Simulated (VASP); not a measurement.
# C62N (a cell with a defect) in VASP: further runs, part 2 of 2

VASP 6.6.1.

## (3) Single point, PBEsol

The input, INCAR:

```
  PREC = Accurate
  ENCUT = 520
  EDIFF = 1E-6
  ISMEAR = 0
  SIGMA = 0.05
  LREAL = Auto
  LASPH = T
  NELM = 80
  ALGO = Normal
  ISIF = 2
  LWAVE = F
  LCHARG = T
  GGA = PS
  LELF = T
  LVHAR = T
  NBANDS = 164
  NELECT = 252.0
```

The input, KPOINTS:

```
regular mesh
0
Gamma
  2 2 2
```

The input, POSCAR:

```
C62N
1.0
    7.1400000000      0.0000000000      0.0000000000
    0.0000000000      7.1400000000      0.0000000000
    0.0000000000      0.0000000000      7.1400000000
C N
62 1
Direct
    0.4998397759      0.0001602241     -0.0001602241
    0.6250053221      0.1258249300      0.1250053221
    0.7503746499      0.2511371148      0.0008808123
    0.8757231092      0.3779834734      0.1270649860
    0.7495099440      0.0014554622      0.2495099440
    0.8754467787      0.1252812325      0.3754467787
   -0.0005354342      0.0002925770     -0.0002925770
    0.1258018207      0.1243376751      0.1249610644
    0.2501142857      0.2498857143      0.0007686275
    0.3756623249      0.3741981793      0.1249610644
    0.4997074230      0.5005354342     -0.0002925770
    0.6231970588      0.6262488796      0.1231970588
    0.7495099440      0.7504900560     -0.0014554622
    0.8737511204      0.8768029412      0.1231970588
    0.2488628852     -0.0008808123      0.2503746499
    0.3762404762      0.1237595238      0.3744654062
    0.5008808123      0.2511371148      0.2503746499
    0.6270649860      0.3779834734      0.3757231092
    0.7497180672      0.5062054622      0.2497180672
    0.4997074230      0.0002925770      0.4994645658
    0.6249610644      0.1243376751      0.6258018207
    0.7540015406      0.2531004202      0.4991579832
    0.8691738095      0.3631549020      0.6368450980
    0.7503746499     -0.0008808123      0.7488628852
    0.8744654062      0.1237595238      0.8762404762
    0.0000236695      0.4999763305      0.0004184874
    0.1220165266      0.6242768908      0.1270649860
    0.2488628852      0.7496253501      0.0008808123
    0.3741750700      0.8749946779      0.1250053221
   -0.0008420168      0.2531004202      0.2540015406
    0.1368450980      0.3631549020      0.3691738095
    0.2468995798      0.5008420168      0.2540015406
    0.3747187675      0.6245532213      0.3754467787
    0.4985445378      0.7504900560      0.2495099440
    0.6231970588      0.8768029412      0.3737511204
    0.0000236695     -0.0004184874      0.5000236695
    0.1251305322      0.1237250700      0.6251305322
    0.2495939776      0.2504060224      0.5015008403
    0.3762749300      0.3748694678      0.6251305322
    0.5004184874      0.4999763305      0.5000236695
    0.6270649860      0.6242768908      0.6220165266
    0.7497180672      0.7502819328      0.4937945378
    0.8757231092      0.8729350140      0.6220165266
    0.2501142857     -0.0007686275      0.7501142857
    0.3752207283      0.1247792717      0.8752207283
    0.5007686275      0.2498857143      0.7501142857
    0.6249610644      0.3741981793      0.8756623249
    0.7540015406      0.5008420168      0.7468995798
    0.8754467787      0.6245532213      0.8747187675
   -0.0062054622      0.7502819328      0.2497180672
    0.1220165266      0.8729350140      0.3757231092
    0.1368450980      0.6308261905      0.6368450980
    0.2468995798      0.7459984594      0.4991579832
    0.3756623249      0.8750389356      0.6258018207
    0.0015008403      0.2504060224      0.7495939776
    0.1251305322      0.3748694678      0.8762749300
    0.2495939776      0.4984991597      0.7495939776
    0.3762404762      0.6255345938      0.8762404762
    0.5008808123      0.7496253501      0.7488628852
    0.6250053221      0.8749946779      0.8741750700
   -0.0008420168      0.7459984594      0.7468995798
    0.1258018207      0.8750389356      0.8756623249
   -0.1359908964      0.6359908964      0.3640091036
```

Potentials or basis: VASP PAW PBE potentials, release 64 (C, N).

On the command line:

```bash
> cat potpaw_PBE.64/C/POTCAR potpaw_PBE.64/N/POTCAR > POTCAR
> mpirun -np 1 vasp_std > vasp.out
```

OUTCAR:

```text
PREC = Accurate
   ENCUT = 520
   EDIFF = 1E-6
   ISMEAR = 0
   LREAL = Auto
   LASPH = T
   NELM = 80
   ISIF = 2
   GGA = PS
   NELECT = 252.0

 ion  position               nearest neighbor table
   1  0.500  0.000  1.000-  45 1.54  29 1.55   2 1.55  60 1.55
   2  0.625  0.126  0.125-   5 1.54  17 1.55   3 1.55   1 1.55
   3  0.750  0.251  0.001-  47 1.54   2 1.55  25 1.55   4 1.56
   4  0.876  0.378  0.127-  26 1.54  30 1.55  19 1.55   3 1.56
[... 925 lines left out ...]
  Total      -26.0195534    -26.0195534    -26.0195534     -5.4439613     -5.4439613      5.4439613
  in kB     -114.5290833   -114.5290833   -114.5290833    -23.9624365    -23.9624365     23.9624365
  external PRESSURE =    -114.5290833 kB  Pullay stress =       0.0000000 kB

 VOLUME and BASIS-vectors are now :
 -----------------------------------------------------------------------------
  energy-cutoff  :      520.00
  volume of cell :      363.99
      direct lattice vectors                 reciprocal lattice vectors
     7.140000000  0.000000000  0.000000000     0.140056022  0.000000000  0.000000000
     0.000000000  7.140000000  0.000000000     0.000000000  0.140056022  0.000000000
     0.000000000  0.000000000  7.140000000     0.000000000  0.000000000  0.140056022

 POSITION                                       TOTAL-FORCE (eV/Angst)
 -----------------------------------------------------------------------------------
      3.56886      0.00114      7.13886         0.004946     -0.004946      0.004946
      4.46254      0.89839      0.89254        -0.007115     -0.012795     -0.007115
      5.35768      1.79312      0.00629         0.005261      0.000323      0.002765
      6.25266      2.69880      0.90724        -0.001637     -0.008008     -0.004262
      5.35150      0.01039      1.78150        -0.002360     -0.002889     -0.002360
      6.25069      0.89451      2.68069         0.001369     -0.009116      0.001369
[... 55 lines left out ...]
      0.89822      6.24778      6.25223        -0.011390      0.003761     -0.007104
      6.16902      4.54098      2.59902         0.009173     -0.009173      0.009173
 -----------------------------------------------------------------------------------
    total drift:                               -0.062655      0.062656     -0.062655

  FREE ENERGIE OF THE ION-ELECTRON SYSTEM (eV)
  ---------------------------------------------------
  free  energy   TOTEN  =      -609.9016153090 eV

  energy  without entropy=     -609.9016153067  energy(sigma->0) =     -609.90161531
```

It took 5.9 min on 1 thread of Intel Xeon Platinum 8375C at 2.90GHz (Ice Lake), shared host; peak memory 0.47 GiB.

What came out:

| Property | Result |
| --- | --- |
| Free energy | -609.9016 eV |
| Largest force | 0.040 eV/Å |

Forces on the atoms (eV/Å):
```
C    0.005 -0.005  0.005
C   -0.007 -0.013 -0.007
C    0.005  0.000  0.003
C   -0.002 -0.008 -0.004
C   -0.002 -0.003 -0.002
C    0.001 -0.009  0.001
C    0.012 -0.005  0.005
C   -0.011  0.007 -0.004
C    0.007 -0.007 -0.003
C   -0.007  0.011 -0.004
C    0.005 -0.012  0.005
C   -0.008 -0.001 -0.008
C   -0.002  0.002  0.003
C    0.001  0.008 -0.008
C    0.000 -0.003  0.005
C   -0.005  0.005  0.012
C    0.003  0.000  0.005
C   -0.004 -0.008 -0.002
C   -0.005 -0.016 -0.005
C    0.005 -0.005  0.012
C   -0.004  0.007 -0.011
C   -0.014 -0.014 -0.003
C    0.012  0.027 -0.027
C    0.005 -0.003  0.000
C    0.012  0.005 -0.005
C    0.001 -0.001 -0.014
C    0.008  0.002 -0.004
C    0.000 -0.005  0.003
C    0.013  0.007 -0.007
C   -0.003 -0.014 -0.014
C   -0.027  0.027  0.012
C    0.014  0.003 -0.014
C    0.009 -0.001  0.001
C    0.003  0.002 -0.002
C   -0.008  0.008  0.001
C    0.001  0.014  0.001
C   -0.005  0.005 -0.005
C    0.019 -0.019  0.011
C   -0.005  0.005 -0.005
C   -0.014 -0.001  0.001
C   -0.004  0.002  0.008
C   -0.005  0.005  0.016
C   -0.002  0.004  0.008
C    0.007  0.003  0.007
C    0.006 -0.006  0.006
C   -0.003 -0.007  0.007
C   -0.004  0.011 -0.007
C   -0.014  0.003  0.014
C    0.001 -0.001  0.009
C    0.016  0.005 -0.005
C    0.008  0.004 -0.002
C   -0.027 -0.012 -0.027
C    0.014  0.014 -0.003
C   -0.007  0.004 -0.011
C    0.011 -0.019  0.019
C   -0.005  0.005 -0.005
C    0.019 -0.011  0.019
C   -0.005 -0.012 -0.005
C    0.003 -0.005  0.000
C   -0.007  0.007  0.013
C   -0.003  0.014  0.014
C   -0.011  0.004 -0.007
N    0.009 -0.009  0.009
```

Caveat: the k points lie up to 0.44 Å⁻¹ apart; the cell carries a net charge on a neutralising background, which shifts energy and pressure; the cell is charged against a uniform background, so pressure and absolute levels hang on convention; the PAW data sets were made with another functional, which shifts forces and pressure a little.

## (4) Single point, PBEsol

The input, INCAR:

```
SYSTEM = C62N
  PREC = Accurate
  ENCUT = 520
  EDIFF = 1E-7
  ISMEAR = 0
  SIGMA = 0.05
  LREAL = Auto
  LASPH = .True.
  NELM = 60
  ALGO = Normal
  ISIF = 2
  LWAVE = .False.
  LCHARG = .False.
  GGA = PS
  NELECT = 252.0
  NBANDS = 164
```

The input, KPOINTS:

```
Automatic mesh
0
Gamma
  2 2 2
  0 0 0
```

The input, POSCAR:

```
C62N
1.0
    7.1400000000      0.0000000000      0.0000000000
    0.0000000000      7.1400000000      0.0000000000
    0.0000000000      0.0000000000      7.1400000000
C N
62 1
Direct
    0.4993247899     -0.0005785714      0.0000408964
    0.6244260504      0.1249682073      0.1251526611
    0.7487404762      0.2491415966     -0.0003809524
    0.8754016807      0.3781871148      0.1283834734
    0.7494182073      0.0004816527      0.2501394958
    0.8745305322      0.1245995798      0.3752536415
    0.0001095238      0.0004350140     -0.0009669468
    0.1241938375      0.1250651261      0.1264067227
    0.2495774510      0.2491735294      0.0010957983
    0.3736791317      0.3745529412      0.1264037815
    0.4983189076      0.4986469188     -0.0009666667
    0.6249323529      0.6256869748      0.1256539216
    0.7494168067      0.7493357143     -0.0010026611
    0.8730588235      0.8738295518      0.1256462185
    0.2496007003     -0.0001540616      0.2494672269
    0.3748338936      0.1238981793      0.3758238095
    0.4988852941      0.2491369748      0.2494698880
    0.6276387955      0.3781642857      0.3761168067
    0.7377032213      0.4933771709      0.2384429972
    0.4983123249      0.0004331933      0.5008317927
    0.6256739496      0.1250686275      0.6249252101
    0.7525294118      0.2512159664      0.4995896359
    0.8807120448      0.3738761905      0.6256161064
    0.7487456583     -0.0001596639      0.7503239496
    0.8750953782      0.1238988796      0.8755648459
   -0.0008840336      0.4996292717      0.0005329132
    0.1205722689      0.6233588235      0.1283434174
    0.2496061625      0.7500002801     -0.0003980392
    0.3737738095      0.8743211485      0.1251443978
   -0.0011280112      0.2512313725      0.2532642857
    0.1248914566      0.3739330532      0.3814913165
    0.2475350140      0.4999151261      0.2532344538
    0.3741586835      0.6242128852      0.3752595238
    0.4982850140      0.7493333333      0.2501350140
    0.6249190476      0.8738301120      0.3737865546
   -0.0008844538     -0.0010717087      0.4998421569
    0.1250679272      0.1226995798      0.6258079832
    0.2513743697      0.2473504202      0.5015640056
    0.3760368347      0.3736722689      0.6257939776
    0.4998466387      0.4996278711      0.4998498599
    0.6276456583      0.6233656863      0.6212911765
    0.7377158263      0.7610401961      0.5060865546
    0.8753931373      0.8711016807      0.6212850140
    0.2495718487     -0.0016418768      0.7503016807
    0.3747145658      0.1240249300      0.8754500000
    0.5003798319      0.2491640056      0.7503014006
    0.6256652661      0.3745515406      0.8744138655
    0.7525291317      0.4999050420      0.7482439776
    0.8745263305      0.6242247899      0.8748680672
    0.0053738095      0.7610512605      0.2384162465
    0.1205497199      0.8710967787      0.3761180672
    0.1248536415      0.6179616246      0.6255463585
    0.2475169468      0.7462134454      0.4995593838
    0.3736760504      0.8730669468      0.6249224090
    0.0008058824      0.2473481793      0.7521168067
    0.1250684874      0.3736672269      0.8767495798
    0.2513770308      0.4978913165      0.7520943978
    0.3748385154      0.6236415966      0.8755585434
    0.4988913165      0.7499985994      0.7503271709
    0.6244287115      0.8743217087      0.8745035014
   -0.0011528011      0.7462159664      0.7482320728
    0.1241904762      0.8730655462      0.8743950980
    0.0104700280      0.4881805322      0.5112492997
```

On the command line:

```bash
> cat potpaw_PBE.64/C/POTCAR potpaw_PBE.64/N/POTCAR > POTCAR
> mpirun -np 1 vasp_std > vasp.out
```

Wall time 31 min (1 thread of Intel Xeon 8259CL, shared host); peak memory 0.58 GiB.

Results (log left out):

```
Free energy   : -609.9001 eV
Largest force : 0.043 eV/Å
```

Forces in eV/Å, atoms in the order of the input:
```
C    0.005  0.001  0.005
C   -0.006 -0.006 -0.005
C    0.000  0.000  0.009
C    0.005 -0.009 -0.013
C   -0.006 -0.004 -0.002
C    0.005 -0.001  0.005
C   -0.004 -0.007  0.013
C    0.000 -0.002 -0.007
C   -0.004 -0.006 -0.003
C    0.005  0.001 -0.007
C    0.006  0.000  0.006
C   -0.012  0.009 -0.019
C   -0.003 -0.002  0.008
C   -0.011  0.015 -0.011
C   -0.007 -0.004 -0.001
C    0.008 -0.003 -0.004
C    0.007 -0.001  0.003
C   -0.011 -0.011  0.009
C    0.023  0.008  0.019
C    0.012 -0.006 -0.004
C   -0.003 -0.005 -0.007
C   -0.009  0.006  0.001
C   -0.024 -0.007 -0.001
C    0.002 -0.001 -0.001
C    0.000 -0.004  0.008
C    0.009 -0.002  0.002
C    0.013 -0.001 -0.005
C   -0.007 -0.007  0.003
C    0.011  0.007 -0.001
C   -0.001  0.005 -0.007
C   -0.012 -0.023 -0.035
C   -0.002 -0.007 -0.001
C    0.009  0.004 -0.001
C    0.000 -0.003  0.001
C   -0.008  0.014 -0.010
C    0.006  0.004  0.001
C   -0.009  0.005 -0.011
C    0.003  0.005  0.006
C   -0.008  0.003 -0.008
C   -0.001  0.004  0.004
C   -0.010 -0.008  0.015
C    0.016 -0.024 -0.014
C    0.006  0.007  0.010
C    0.000  0.004  0.003
C    0.006 -0.001  0.002
C   -0.009 -0.001  0.002
C    0.000  0.002 -0.002
C   -0.014 -0.005  0.000
C    0.007  0.002  0.006
C   -0.013 -0.022  0.020
C    0.015  0.008  0.004
C   -0.006  0.032  0.008
C   -0.005  0.004  0.004
C    0.001  0.001 -0.001
C    0.009  0.005 -0.002
C   -0.010  0.005 -0.006
C    0.002 -0.004  0.002
C    0.009  0.007  0.006
C    0.007 -0.007 -0.002
C   -0.001  0.008  0.008
C    0.002  0.004 -0.004
C    0.000  0.002  0.004
N    0.008  0.012 -0.003
```

Levels at points of the mesh, in eV from the Fermi level:
```tsv
k point	band 123	band 124	band 125	band 126	band 127	band 128	band 129	band 130
(0.00, 0.00, 0.00)	-1.77	-1.45	-1.45	-0.19	0.69	0.69	3.42	3.56
(0.50, 0.00, 0.00)	-2.65	-2.65	-1.82	-0.74	0.20	0.42	3.29	3.39
(0.00, 0.50, 0.00)	-2.66	-2.65	-1.82	-0.74	0.20	0.42	3.29	3.39
(0.00, 0.00, 0.50)	-2.65	-2.65	-1.82	-0.74	0.20	0.42	3.29	3.39
(0.50, 0.50, 0.00)	-2.35	-1.68	-1.61	-0.78	0.22	0.56	4.57	4.72
(0.00, 0.50, 0.50)	-2.35	-1.68	-1.61	-0.78	0.22	0.56	4.57	4.72
(0.50, 0.00, 0.50)	-2.35	-1.68	-1.61	-0.78	0.22	0.56	4.57	4.72
(0.50, 0.50, 0.50)	-2.53	-2.53	-2.46	-0.50	0.54	0.54	4.49	4.99
```

Caveat: the k points lie up to 0.44 Å⁻¹ apart; the cell carries a net charge on a neutralising background, which shifts energy and pressure; the cell is charged against a uniform background, so pressure and absolute levels hang on convention; the PAW data sets were made with another functional, which shifts forces and pressure a little.
